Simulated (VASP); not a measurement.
Co:

```xyz
4
Lattice="5.0168 0.0000 0.0000 0.0000 3.6145 0.0000 0.0000 0.0000 2.7158" Properties=species:S:1:pos:R:3 pbc="T T T"
Co    0.8361    2.7109    1.4218
Co    1.6722    0.9036    0.0639
Co    3.3445    2.7109    2.6519
Co    4.1806    0.9036    1.2940
```

* Program: VASP 6.6.1
* Task: relaxation of cell and atoms
* Functional: PBE
* Potentials or basis: VASP PAW PBE potentials, release 64 (Co)
* Cutoff: 600 eV
* k mesh: 4 × 6 × 6
* Occupations: gaussian, width 0.1 eV
* Spin: collinear spin, ferromagnetic start
* Starting moments: [3.0, 3.0, 3.0, 3.0] μB

At the start: pressure -12.4 GPa; volume 12.31 Å³/atom.

Question: Where does the relaxation end?

Answer: Over 15 steps the energy falls by 311.5 meV/atom and the volume is 10.85 Å³/atom (-11.9 %); space group P6_3/mmc (No. 194, to 0.05 Å); moment 6.59 μB per cell.

Step by step:
```
step  energy change (eV)  largest force (eV/Å)  pressure (GPa)  volume (Å³)
   1              0.0000                0.1632          -12.35        49.25
   2             -0.8132                0.2083            7.01        42.63
   3             -0.8499                0.2317           13.82        41.31
   4             -1.1510                0.2176           11.01        41.39
   5             -1.1507                0.2179           11.03        41.39
   6             -1.2227                0.1681           -2.83        44.03
   7             -1.2271                0.1782           -0.44        43.50
   8             -1.2270                0.1790           -0.16        43.45
   9             -1.2321                0.1614           -0.05        43.43
  10             -1.2390                0.1144            0.42        43.34
  11             -1.2432                0.0719           -0.30        43.48
  12             -1.2443                0.0108           -1.60        43.74
  13             -1.2449                0.0218           -1.16        43.64
  14             -1.2451                0.0216            1.02        43.19
  15             -1.2461                0.0045            0.01        43.41
```

Final structure:
```cif
data_structure
_symmetry_space_group_name_H-M 'P 1'
_symmetry_Int_Tables_number 1
_cell_length_a 4.3298
_cell_length_b 4.0484
_cell_length_c 2.4766
_cell_angle_alpha 90.000
_cell_angle_beta 90.000
_cell_angle_gamma 90.000
_cell_volume 43.41
loop_
_atom_site_label
_atom_site_type_symbol
_atom_site_fract_x
_atom_site_fract_y
_atom_site_fract_z
_atom_site_occupancy
Co1 Co 0.16420 0.75000 0.49977 1
Co2 Co 0.33580 0.25000 0.99977 1
Co3 Co 0.66420 0.75000 0.00023 1
Co4 Co 0.83580 0.25000 0.50023 1
```

Caveat: the k points lie up to 0.42 Å⁻¹ apart in the final cell.
